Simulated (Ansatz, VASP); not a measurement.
Ru: VASP beside Ansatz

File INCAR:

```
SYSTEM = Ru
  PREC = Accurate
  ENCUT = 520
  EDIFF = 1E-6
  ISMEAR = 0
  SIGMA = 0.1
  LREAL = .FALSE.
  LASPH = .TRUE.
  NELM = 60
  ALGO = Fast
  ISIF = 2
  LWAVE = .FALSE.
  LCHARG = .TRUE.
  LDIPOL = .TRUE.
  IDIPOL = 3
  DIPOL = 0.5 0.5 0.500
  GGA = PE
  LELF = .TRUE.
  LVHAR = .TRUE.
  LVACPOTAV = .TRUE.
  NBANDS = 96
```

KPOINTS

```
regular mesh
0
G
  13 8 1
  0 0 0
```

File POSCAR:

```
Ru
1.0
    2.7200250913      0.0000000000      0.0000000000
    0.0000000000      4.2967694965      0.0000000000
    0.0000000000      0.0000000000     27.5632577492
Ru
12
Direct
    0.0000000000      0.7500000000      0.2721013629
    0.5000000000      0.2500000000      0.3005886926
    0.5000000000      0.7500000000      0.3575633518
    0.0000000000      0.2500000000      0.3860506815
    0.0000000000      0.7500000000      0.4430253407
    0.5000000000      0.2500000000      0.4715126704
    0.5000000000      0.7500000000      0.5284873296
    0.0000000000      0.2500000000      0.5569746593
    0.0000000000      0.7500000000      0.6139493185
    0.5000000000      0.2500000000      0.6424366482
    0.5000000000      0.7500000000      0.6994113074
    0.0000000000      0.2500000000      0.7278986371
```

Input for Ansatz:

```yaml
crystal:
  lattice:
    - [2.7200250913, 0.0, 0.0]
    - [0.0, 4.2967694965, 0.0]
    - [0.0, 0.0, 27.5632577492]
  atoms:
    - { symbol: Ru, position: [0.0, 0.75, 0.2721013629] }
    - { symbol: Ru, position: [0.5, 0.25, 0.3005886926] }
    - { symbol: Ru, position: [0.5, 0.75, 0.3575633518] }
    - { symbol: Ru, position: [0.0, 0.25, 0.3860506815] }
    - { symbol: Ru, position: [0.0, 0.75, 0.4430253407] }
    - { symbol: Ru, position: [0.5, 0.25, 0.4715126704] }
    - { symbol: Ru, position: [0.5, 0.75, 0.5284873296] }
    - { symbol: Ru, position: [0.0, 0.25, 0.5569746593] }
    - { symbol: Ru, position: [0.0, 0.75, 0.6139493185] }
    - { symbol: Ru, position: [0.5, 0.25, 0.6424366482] }
    - { symbol: Ru, position: [0.5, 0.75, 0.6994113074] }
    - { symbol: Ru, position: [0.0, 0.25, 0.7278986371] }
basis:
  ecutwfc: 420
kpoints:
  mp_grid: { grid: [13, 8, 1] }
hamiltonian:
  xc: pbe
scf:
  occupations: { method: gaussian, width: 0.1 }
output:
  forces: true
  stress: true
  eigenvalues: true
  write_density: true
  write_potential: true
  elf: true
  volumetric_format: npy
efield:
  axis: 3
  dipole_correction: true
```

Alike in both runs: task single point; functional PBE; k mesh 13 × 8 × 1; occupations gaussian, width 0.1 eV; no spin polarisation.

|  | VASP | Ansatz |
| --- | --- | --- |
| version | VASP 6.6.1 | Ansatz 0.2.0 |
| potentials or method | VASP PAW PBE potentials, release 64 (Ru_pv), cutoff 520 eV | scalar-relativistic, plane waves, PAW |
| valence electrons in the cell | 168 | 192 |

```tsv
	VASP	Ansatz	Ansatz less VASP
gap on the k mesh at the Fermi level (eV)	none	none	-
rms of the force components (eV/Å)	0.234	0.234	+0.0001
work function, face that differs most (eV)	4.78	4.78	+0.003
```

Atom by atom the forces differ by 0.001 eV/Å (rms over components). A gap of «none» marks a metal or a gap that the smearing closes. VASP's potentials hold 168 valence electrons a cell and Ansatz's 192, so a difference there can come from the potentials and not from the codes. Ansatz's warnings: xc potential rough in thin density.
